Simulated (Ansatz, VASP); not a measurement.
**Se: VASP beside Ansatz**

File INCAR:

```
SYSTEM = Se
ALGO = Normal
EDIFF = 1E-6
EDIFFG = -0.01
ENCUT = 600
GGA = PS
IBRION = 2
ISIF = 3
ISMEAR = -1
LASPH = .TRUE.
LCHARG = .FALSE.
LREAL = .FALSE.
LWAVE = .FALSE.
NELM = 60
NSW = 80
PREC = Accurate
SIGMA = 0.1
```

Contents of KPOINTS:

```
k-points
0
G
  12 12 3
  0 0 0
```

File POSCAR:

```
Se
1.0
    3.1360302227      0.0000000000      0.0000000000
   -1.5680151114      2.7158818399      0.0000000000
    0.0000000000      0.0000000000     10.2422747074
Se
4
Direct
    0.0000000000      0.0000000000      0.0000000000
    0.0000000000      0.0000000000      0.5000000000
    0.3333333333      0.6666666667      0.2500000000
    0.6666666667      0.3333333333      0.7500000000
```

Input for Ansatz:

```yaml
crystal:
  lattice:
    - [3.1360302227, 0.0, 0.0]
    - [-1.5680151114, 2.7158818399, 0.0]
    - [0.0, 0.0, 10.2422747074]
  atoms:
    - { symbol: Se, position: [0.0, 0.0, 0.0] }
    - { symbol: Se, position: [0.0, 0.0, 0.5] }
    - { symbol: Se, position: [0.3333333333, 0.6666666667, 0.25] }
    - { symbol: Se, position: [0.6666666667, 0.3333333333, 0.75] }
hamiltonian:
  xc: pbesol
  pseudopotentials:
    kind: paw
    azcp:
      Se: "pseudopotentials/Se.paw.azcp"
basis:
  ecutwfc: 420
  fft_grid_basis: typed
kpoints:
  mp_grid: { grid: [12, 12, 3], shift: [0, 0, 0] }
magnetization:
  spin_polarized: false
scf:
  occupations: { method: fermi_dirac, width: 0.1 }
relax:
  max_steps: 60
  f_tol: 0.01
  cell: {}
```

Alike in both runs: task relaxation of cell and atoms; functional PBEsol; k mesh 12 × 12 × 3; occupations fermi-dirac, width 0.1 eV; no spin polarisation.

|  | VASP | Ansatz |
| --- | --- | --- |
| version | VASP 6.6.1 | Ansatz 0.2.0 |
| potentials or method | VASP PAW PBE potentials, release 64 (Se), cutoff 600 eV | plane waves (420 eV) with PAW, scalar-relativistic |
| valence electrons in the cell | 24 | 64 |

Ansatz gave:

* relaxed volume (Å³/atom): 21.45
* relaxed cell length with the largest relative difference (Å): 3.697

Problem. What did VASP give for the same quantities?

Solution. Relaxed volume (Å³/atom): 21.50; relaxed cell length with the largest relative difference (Å): 3.700.

VASP's potentials were made for PBE, not for PBEsol, and Ansatz warns of the same on its side. VASP's potentials hold 24 valence electrons a cell and Ansatz's 64, so a difference there can come from the potentials and not from the codes.
